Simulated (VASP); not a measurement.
Here is a VASP 6.6.1 calculation.

Contents of INCAR:

```
SYSTEM = Hg
PREC = Accurate
ENCUT = 520
EDIFF = 1E-6
ISMEAR = -1
SIGMA = 0.05
LREAL = .FALSE.
LASPH = .TRUE.
NELM = 100
ALGO = Normal
ISIF = 2
LWAVE = .FALSE.
LCHARG = .TRUE.
GGA = PE
LELF = .TRUE.
LVHAR = .TRUE.
NBANDS = 12
```

The input KPOINTS:

```
regular mesh
0
G
  10 10 10
  0 0 0
```

POSCAR

```
Hg
1.0
   -1.9135445338      1.9135445338      1.9544395928
    1.9135445338     -1.9135445338      1.9544395928
    1.9135445338      1.9135445338     -1.9544395928
Hg
1
Direct
    0.5000000000      0.5000000000      0.0000000000
```

Potentials or basis: VASP PAW PBE potentials, release 64 (Hg).

Launch:

```bash
$ cat potpaw_PBE.64/Hg/POTCAR > POTCAR
$ mpirun -np 1 vasp_std > vasp.out
```

Predict the band gap on the k mesh.

zero (bands 6 and 7 overlap by 2.53 eV).

Estimate the pressure.

0.5 GPa.

Caveat: spin-orbit coupling is left out, which moves the levels of the heavy elements.
